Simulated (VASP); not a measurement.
# Mg (P6_3/mmc) in VASP: a series of runs

Runs on Mg. Level: PBEsol. Tasks: vibrations by perturbation theory, elastic constants.

All numbers are computed with VASP 6.6.1; they aren't measurements. Logs are shortened: lines on timing, memory, paths and dates and some standing lists are left out, and cuts for length are marked.

## 1. The cell of the first run

It takes space group P6_3/mmc (No. 194, hexagonal). The conventional cell has a = 3.177 Å, b = 3.177 Å, c = 10.319 Å, α = 90.00°, β = 90.00°, γ = 120.00°. Within 4.2 Å of Mg (site symmetry -6m2) lie 12 Mg at 3.17 to 3.18 Å. Mg (site symmetry -3m) has 12 Mg at 3.17 to 3.18 Å within 4.2 Å.

## 2. Vibrations by perturbation theory, PBEsol

The input, INCAR:

```
ALGO = Normal
EDIFF = 1E-8
ENCUT = 520
GGA = PS
IBRION = 8
ISIF = 2
ISMEAR = -1
LASPH = T
LCHARG = T
LREAL = F
LWAVE = F
NBANDS = 12
NELM = 80
NSW = 1
PREC = Accurate
SIGMA = 0.05
```

The input, KPOINTS:

```
k-points
0
Gamma
  7 7 3
```

The input, POSCAR:

```
Mg
1.0
    3.1768261656      0.0000000000      0.0000000000
   -1.5884130828      2.7512121628      0.0000000000
    0.0000000000      0.0000000000     10.3188620100
Mg
4
Direct
    0.6666666667      0.3333333333      0.7500000000
    0.0000000000      0.0000000000      0.5000000000
    0.3333333333      0.6666666667      0.2500000000
    0.0000000000      0.0000000000      0.0000000000
```

Potentials or basis: VASP PAW PBE potentials, release 64 (Mg).

The run is started by

```sh
$ cat potpaw_PBE.64/Mg/POTCAR > POTCAR
$ mpirun -np 1 vasp_std > vasp.out
```

OUTCAR:

```text
EDIFF = 1E-8
   ENCUT = 520
   GGA = PS
   IBRION = 8
   ISIF = 2
   ISMEAR = -1
   LASPH = T
   LREAL = F
   NELM = 80
   NSW = 1
   PREC = Accurate

 ion  position               nearest neighbor table
   1  0.667  0.333  0.750-   2 3.17   4 3.17   2 3.17   4 3.17   2 3.17   4 3.17
   2  0.000  0.000  0.500-   1 3.17   3 3.17   3 3.17   1 3.17   1 3.17   3 3.17
   3  0.333  0.667  0.250-   2 3.17   4 3.17   2 3.17   4 3.17   2 3.17   4 3.17
   4  0.000  0.000  0.000-   1 3.17   3 3.17   3 3.17   1 3.17   1 3.17   3 3.17

  LATTYP: Found a hexagonal cell.
 ALAT       =     3.1768261656
 C/A-ratio  =     3.2481670296

  Lattice vectors:

 A1 = (   3.1768261656,   0.0000000000,   0.0000000000)
 A2 = (  -1.5884130828,   2.7512121628,   0.0000000000)
 A3 = (   0.0000000000,   0.0000000000,  10.3188620100)

Analysis of symmetry for initial positions (statically):
=====================================================================
 Subroutine PRICEL returns:
 Original cell was already a primitive cell.

 Routine SETGRP: Setting up the symmetry group for a
 hexagonal supercell.

 Subroutine GETGRP returns: Found 24 space group operations
 (whereof 12 operations were pure point group operations)
 out of a pool of 24 trial point group operations.

The static configuration has the point symmetry D_3d.
 The point group associated with its full space group is D_6h.

Analysis of symmetry for dynamics (positions and initial velocities):
=====================================================================
 Subroutine PRICEL returns:
 Original cell was already a primitive cell.

 Routine SETGRP: Setting up the symmetry group for a
 hexagonal supercell.

 Subroutine GETGRP returns: Found 24 space group operations
 (whereof 12 operations were pure point group operations)
 out of a pool of 24 trial point group operations.

The dynamic configuration has the point symmetry D_3d.
 The point group associated with its full space group is D_6h.

 Subroutine INISYM returns: Found 24 space group operations
 (whereof 12 operations are pure point group operations),
 and found     1 'primitive' translations

----------------------------------------------------------------------------------------

                                     Primitive cell

  volume of cell :      90.1881

  direct lattice vectors                    reciprocal lattice vectors
     3.176826166  0.000000000  0.000000000     0.314779578  0.181738074  0.000000000
    -1.588413083  2.751212163  0.000000000     0.000000000  0.363476148  0.000000000
     0.000000000  0.000000000 10.318862010     0.000000000  0.000000000  0.096909911

  length of vectors
     3.176826166  3.176826166 10.318862010     0.363476148  0.363476148  0.096909911

  position of ions in fractional coordinates (direct lattice)
     0.666666667  0.333333333  0.750000000
     0.000000000  0.000000000  0.500000000
     0.333333333  0.666666667  0.250000000
     0.000000000  0.000000000  0.000000000

  ion indices of the primitive-cell ions
   primitive index   ion index
                 1           1
                 2           2
                 3           3
                 4           4

----------------------------------------------------------------------------------------

 KPOINTS: k-points

Automatic generation of k-mesh.
 Grid dimensions read from file:
 generate k-points for:    7    7    3

 Generating k-lattice:

  Cartesian coordinates                     Fractional coordinates (reciprocal lattice)
     0.044968511  0.025962582  0.000000000     0.142857143  0.000000000  0.000000000
     0.000000000  0.051925164  0.000000000     0.000000000  0.142857143  0.000000000
     0.000000000  0.000000000  0.032303304     0.000000000  0.000000000  0.333333333

  Length of vectors
     0.051925164  0.051925164  0.032303304

  Shift w.r.t. Gamma in fractional coordinates (k-lattice)
     0.000000000  0.000000000  0.000000000

[... 66 lines left out ...]
   GGA     = PS    functional components
   LHFCALC =     F    Hartree Fock is set to
   AEXX    =    0.0000 exact exchange contribution
   IVDW    =     0    specifies the selected vdW correction
   LEPSILON=     F    determine dielectric tensor
   LRPA    =     F    only Hartree local field effects (RPA)
 non-spin polarized calculation
  energy-cutoff  :      520.00
  volume of cell :       90.19
 maximum number of plane-waves:      2443
 NGX is ok and might be reduce to    24
   NGX = 11   NGY = 11   NGZ = 39

--------------------------------------- Ionic step        1  -------------------------------------------

 number of electron       8.0000000 magnetization

 Free energy of the ion-electron system (eV)
  ---------------------------------------------------
  ext. energy  EPLUGINS =         0.00000000
  ---------------------------------------------------
  free energy    TOTEN  =        -6.91203078 eV

  energy without entropy =       -6.90047543  energy(sigma->0) =       -6.90625310

 E-fermi :   2.7116     XC(G=0):  -8.5907

 val. band max:        2.6739355297   @ k =   0.4286   0.0000   0.3333
 cond. band min:       2.9371327508   @ k =   0.2857  -0.0000   0.0000
 fundamental gap:      0.2631972211
 Fermi energy:         2.7116075617

 k-point     1 :       0.0000    0.0000    0.0000
  band No.  band energies     occupation
      1      -4.3216      2.00000
      2      -2.9150      2.00000
      3      -2.9141      2.00000
      4       0.9688      2.00000
      5       1.4433      2.00000
      6       7.7547      0.00000
      7       7.7641      0.00000
      8      13.7447      0.00000
      9      13.7447      0.00000
     10      13.8235      0.00000
     11      13.8235      0.00000
     12      14.5283      0.00000
[... 213 lines left out ...]
      1       0.5817      2.00000
      2       1.0213      2.00000
      3       2.6469      1.56994
      4       3.0951      0.00093
      5       3.2194      0.00008
      6       3.6237      0.00000
      7       3.9245      0.00000
      8       4.2596      0.00000
      9       5.6390      0.00000
     10       5.6559      0.00000
     11       6.9709      0.00000
     12       6.9908      0.00000

------------------------ aborting loop because EDIFF is reached ----------------------------------------

  FORCE on cell =-STRESS in cart. coord.  units (eV):
  Direction    XX          YY          ZZ          XY          YZ          ZX
  --------------------------------------------------------------------------------------
  -------------------------------------------------------------------------------------
  Total       -0.2967944     -0.2967944      0.6853489     -0.0000000      0.0000000      0.0000000
  in kB       -5.2725036     -5.2725036     12.1751124     -0.0000000      0.0000000      0.0000000
  external PRESSURE =       0.5433684 kB  Pullay stress =       0.0000000 kB

 VOLUME and BASIS-vectors are now :
 -----------------------------------------------------------------------------
  energy-cutoff  :      520.00
  volume of cell :       90.19
      direct lattice vectors                 reciprocal lattice vectors
     3.176826166  0.000000000  0.000000000     0.314779578  0.181738074  0.000000000
    -1.588413083  2.751212163  0.000000000     0.000000000  0.363476148  0.000000000
     0.000000000  0.000000000 10.318862010     0.000000000  0.000000000  0.096909911

 POSITION                                       TOTAL-FORCE (eV/Angst)
 -----------------------------------------------------------------------------------
      1.58841      0.91707      7.73915        -0.000000      0.000000      0.000000
      0.00000      0.00000      5.15943        -0.000000      0.000000      0.000000
     -0.00000      1.83414      2.57972         0.000000     -0.000000     -0.000000
      0.00000      0.00000      0.00000        -0.000000      0.000000      0.000000
 -----------------------------------------------------------------------------------
    total drift:                                0.000000     -0.000000      0.000000

  FREE ENERGIE OF THE ION-ELECTRON SYSTEM (eV)
  ---------------------------------------------------
  free  energy   TOTEN  =        -6.9120307756 eV

  energy  without entropy=       -6.9004754251  energy(sigma->0) =       -6.90625310

[... ionic steps 2 to 3 ...]

--------------------------------------- Ionic step        4  -------------------------------------------

------------------------ aborting loop because EDIFF is reached ----------------------------------------
[... 11 lines left out ...]
[... ionic steps 8 to 8 ...]

--------------------------------------- Ionic step        9  -------------------------------------------

 Free energy of the ion-electron system (eV)
  ---------------------------------------------------
  ---------------------------------------------------
  free energy    TOTEN  =        -0.00549129 eV

  energy without entropy =       -0.00549129

------------------------ aborting loop because EDIFF is reached ----------------------------------------

 INTERNAL STRAIN TENSOR  FOR ION    2  DIRECTION 3   (eV/Angst):
 -----------------------------------------------------------------------------
     0.00256 -0.00000  0.00000
    -0.00000  0.00256 -0.00000
     0.00000 -0.00000 -0.00269

 INTERNAL STRAIN TENSOR FOR ION    4 for displacements in x,y,z  (eV/Angst):
          X           Y           Z          XY          YZ          ZX
  --------------------------------------------------------------------------------
  x     0.00000     0.00000     0.00000     0.00000     0.00000     0.00000
  y     0.00000     0.00000     0.00000     0.00000     0.00000     0.00000
  z     0.00000     0.00000     0.00000     0.00000     0.00000     0.00000

 SECOND DERIVATIVES (NOT SYMMETRIZED)
 ------------------------------------
               1X          1Y          1Z          2X          2Y          2Z          3X          3Y          3Z          4X          4Y          4Z
  1X    -0.690265    0.000000    0.000000    0.354312   -0.000000    0.000000   -0.018358    0.000000    0.000000    0.354312   -0.000000    0.000000
  1Y     0.000000   -0.690265    0.000000    0.000000    0.354312   -0.000000    0.000000   -0.018358    0.000000    0.000000    0.354312    0.000000
  1Z    -0.000000    0.000000   -3.407557    0.000000    0.000000    1.621895    0.000000   -0.000000    0.163768    0.000000    0.000000    1.621895
  2X     0.354378    0.000000    0.000000   -0.733304    0.000000    0.000000    0.354378    0.000000    0.000000    0.024547    0.000000    0.000000
  2Y     0.000000    0.354378    0.000000    0.000000   -0.733304    0.000000    0.000000    0.354378    0.000000    0.000000    0.024547    0.000000
  2Z     0.000000    0.000000    1.621970    0.000000   -0.000000   -3.375999    0.000000    0.000000    1.621970    0.000000   -0.000000    0.132060
  3X    -0.018358    0.000000    0.000000    0.354312   -0.000000    0.000000   -0.690265    0.000000    0.000000    0.354312   -0.000000    0.000000
  3Y     0.000000   -0.018358    0.000000    0.000000    0.354312   -0.000000    0.000000   -0.690265    0.000000    0.000000    0.354312    0.000000
  3Z     0.000000   -0.000000    0.163768    0.000000    0.000000    1.621895   -0.000000    0.000000   -3.407557    0.000000    0.000000    1.621895
  4X     0.354378    0.000000    0.000000    0.024547    0.000000    0.000000    0.354378    0.000000    0.000000   -0.733304    0.000000    0.000000
  4Y     0.000000    0.354378    0.000000    0.000000    0.024547    0.000000    0.000000    0.354378    0.000000    0.000000   -0.733304    0.000000
  4Z     0.000000   -0.000000    1.621970   -0.000000    0.000000    0.132060    0.000000   -0.000000    1.621970    0.000000    0.000000   -3.375999

 Eigenvectors and eigenvalues of the dynamical matrix
 ----------------------------------------------------

   1 f  =    8.076985 THz    50.749191 2PiTHz  269.419206 cm-1    33.403709 meV
             X         Y         Z           dx          dy          dz
      1.588413  0.917071  7.739147     0.000000    0.000000   -0.499994
      0.000000  0.000000  5.159431    -0.000000   -0.000000    0.500006
     -0.000000  1.834141  2.579716     0.000000    0.000000   -0.499994
      0.000000  0.000000  0.000000    -0.000000   -0.000000    0.500006
[... 71 lines left out ...]
  12 f/i=    0.000177 THz     0.001115 2PiTHz    0.005918 cm-1     0.000734 meV
             X         Y         Z           dx          dy          dz
      1.588413  0.917071  7.739147     0.499430    0.024363    0.000000
      0.000000  0.000000  5.159431     0.499383    0.024360    0.000000
     -0.000000  1.834141  2.579716     0.499430    0.024363    0.000000
      0.000000  0.000000  0.000000     0.499383    0.024360    0.000000

--------------------------------------------------------------------------------------------------------

 ELASTIC MODULI CONTR FROM IONIC RELAXATION (kBar)
 Direction    XX          YY          ZZ          XY          YZ          ZX
 --------------------------------------------------------------------------------
 XX         -25.4316     25.4316      0.0000      0.0000      0.0000      0.0000
 YY          25.4316    -25.4316     -0.0000     -0.0000     -0.0000      0.0000
 ZZ           0.0000     -0.0000     -0.0000     -0.0000     -0.0000      0.0000
 XY           0.0000     -0.0000     -0.0000    -25.4316     -0.0000      0.0000
 YZ           0.0000     -0.0000     -0.0000     -0.0000     -0.0000      0.0000
 ZX           0.0000      0.0000      0.0000      0.0000      0.0000      0.0000
 --------------------------------------------------------------------------------
```

Run time: 2.3 min. Hardware: 1 thread of Intel Xeon Platinum 8488C (Sapphire Rapids), shared host; peak memory 0.28 GiB.

What came out:

- Highest phonon frequency at Γ: 269 cm⁻¹

Phonon frequencies in cm⁻¹ (negative: imaginary):
```
              q point                            frequencies
(0.000, 0.000, 0.000)  0 0 0 87 87 92 92 126 126 198 200 269
```

Caveat: the PAW data sets were made with another functional, which shifts forces and pressure a little.

## 3. Elastic constants, PBEsol

The input, INCAR:

```
SYSTEM = Mg
PREC = Accurate
ENCUT = 600
EDIFF = 1E-8
ISMEAR = -1
SIGMA = 0.05
LREAL = .False.
LASPH = .True.
NELM = 60
ALGO = Normal
ISIF = 3
LWAVE = .False.
LCHARG = .False.
GGA = PS
IBRION = 6
NFREE = 2
POTIM = 0.015
NSW = 1
```

The input, KPOINTS:

```
regular mesh
0
Gamma
  7 7 3
  0 0 0
```

POSCAR is that of step 2.

Potentials or basis: VASP PAW PBE potentials, release 64 (Mg).

The run is started by

```sh
$ cat potpaw_PBE.64/Mg/POTCAR > POTCAR
$ mpirun -np 1 vasp_std > vasp.out
```

It took 4.4 min on 1 thread of Intel Xeon Platinum 8488C (Sapphire Rapids), shared host; peak memory 0.29 GiB.

It converged, with:

```yaml
Voigt_bulk_modulus: 37 GPa
Highest_phonon_frequency_at_Γ: 269 cm⁻¹
```

Phonon frequencies in cm⁻¹ (negative: imaginary):
| q point | frequencies |
| --- | --- |
| (0.000, 0.000, 0.000) | 0 0 0 87 87 92 92 126 126 198 200 269 |

Elastic tensor in Voigt notation (GPa, in the Cartesian axes of the cell as first typed):
```
78 25 12  0  0  0
25 78 12  0  0  0
12 12 85  0  0  0
 0  0  0 19  0  0
 0  0  0  0 19  0
 0  0  0  0  0 26
```

Clamped-ion elastic tensor (GPa):
```
80 22 12  0  0  0
22 80 12  0  0  0
12 12 85  0  0  0
 0  0  0 19  0  0
 0  0  0  0 19  0
 0  0  0  0  0 29
```

Caveat: the PAW data sets were made with another functional, which shifts forces and pressure a little.
